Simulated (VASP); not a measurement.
Write the native input for VASP 6.6.1 that does the following.

* Task: single point
* Functional: PBE
* Potentials or basis: VASP PAW PBE potentials, release 64 (In_d, P)
* Cutoff: 520 eV
* k mesh: 6 × 6 × 6
* Occupations: gaussian, width 0.01 eV
* Spin: no spin polarisation
* Dipole correction: no
* Further INCAR settings: ALGO = Normal; EDIFF = 1e-07; NBANDS = 16

The structure of InP lies in POSCAR:

```
InP
1.0
    0.0000000000      2.9537876420      2.9537876420
    2.9537876420      0.0000000000      2.9537876420
    2.9537876420      2.9537876420      0.0000000000
In P
1 1
Direct
    0.0000000000      0.0000000000      0.0000000000
    0.2500000000      0.2500000000      0.2500000000
```

These files were run (other wordings do the same):

INCAR

```
SYSTEM = InP
PREC = Accurate
ENCUT = 520
EDIFF = 1E-7
ISMEAR = 0
SIGMA = 0.01
LREAL = .False.
LASPH = .True.
NELM = 80
ALGO = Normal
ISIF = 2
LWAVE = .False.
LCHARG = .False.
GGA = PE
NBANDS = 16
```

KPOINTS

```
regular mesh
0
Gamma
  6 6 6
  0 0 0
```

Potentials or basis: VASP PAW PBE potentials, release 64 (In_d, P).

Command:

```bash
$ cat potpaw_PBE.64/In_d/POTCAR potpaw_PBE.64/P/POTCAR > POTCAR
$ mpirun -np 1 vasp_std > vasp.out
```

It gave:

| Property | Result |
| --- | --- |
| Pressure | 1.6 GPa |
| Band gap on the k mesh | 0.58 eV |

Caveat: spin-orbit coupling is left out, which moves the levels of the heavy elements.

It took 13 s on 1 thread of AMD EPYC 7R13 Processor (Zen 3), on a shared host, peak memory 0.14 GiB.
